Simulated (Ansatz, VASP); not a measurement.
# One calculation of Rh, two programs

Contents of INCAR:

```
ALGO = Normal ; EDIFF = 1E-7
ENCUT = 520 ; ISIF = 2
ISMEAR = -1 ; LASPH = True
LCHARG = False ; LREAL = False
LWAVE = False ; NBANDS = 30
NELM = 80 ; PREC = Accurate
SIGMA = 0.1
```

KPOINTS

```
k-points
0
Gamma
  10 10 14
```

File POSCAR:

```
Rh
1.0
    4.1940192945      0.0000000000      0.0000000000
   -2.0970096473      3.6321272530      0.0000000000
    0.0000000000      0.0000000000      2.5707549089
Rh
3
Direct
    1.0000000000      1.0000000000      0.0000000000
    0.3333333333      0.6666666667      0.5000000000
    0.6666666667      0.3333333333      0.5000000000
```

Input for Ansatz:

```yaml
crystal:
  lattice:
    - [4.1940192945, 0.0, 0.0]
    - [-2.0970096473, 3.632127253, 0.0]
    - [0.0, 0.0, 2.5707549089]
  atoms:
    - { symbol: Rh, position: [1.0, 1.0, 0.0] }
    - { symbol: Rh, position: [0.3333333333, 0.6666666667, 0.5] }
    - { symbol: Rh, position: [0.6666666667, 0.3333333333, 0.5] }
hamiltonian:
  xc: lda
  pseudopotentials:
    kind: paw
    azcp:
      Rh: "pseudopotentials/Rh.paw.azcp"
basis:
  ecutwfc: 420
  fft_grid_basis: typed
kpoints:
  mp_grid: { grid: [10, 10, 14], shift: [0, 0, 0] }
magnetization:
  spin_polarized: false
scf:
  occupations: { method: fermi_dirac, width: 0.1 }
  lower_state_search: "off"
output:
  stress: true
  write_density: true
  write_potential: true
  elf: true
  volumetric_format: npy
```

Alike in both runs: task single point; functional LDA; k mesh 10 × 10 × 14; occupations fermi-dirac, width 0.1 eV; no spin polarisation.

```csv
,VASP,Ansatz
version,VASP 6.6.1,Ansatz 0.2.0
potentials or method,"VASP PAW LDA potentials, release 64 (Rh_pv), cutoff 520 eV","plane waves (420 eV) with PAW, scalar-relativistic"
valence electrons in the cell,45,51
```

|  | VASP | Ansatz | Ansatz less VASP |
| --- | --- | --- | --- |
| pressure (GPa) | 14.4 | 13.3 | -1.06 |
| traceless stress, the component that is largest in VASP (GPa) | -1.29 | -1.12 | +0.167 |

Ansatz warns that its potentials were made for another functional, while VASP's fit it. LDA's correlation is that of Perdew and Zunger in VASP and of Perdew and Wang (1992) in Ansatz. VASP's potentials hold 45 valence electrons a cell and Ansatz's 51, so a difference there can come from the potentials and not from the codes.
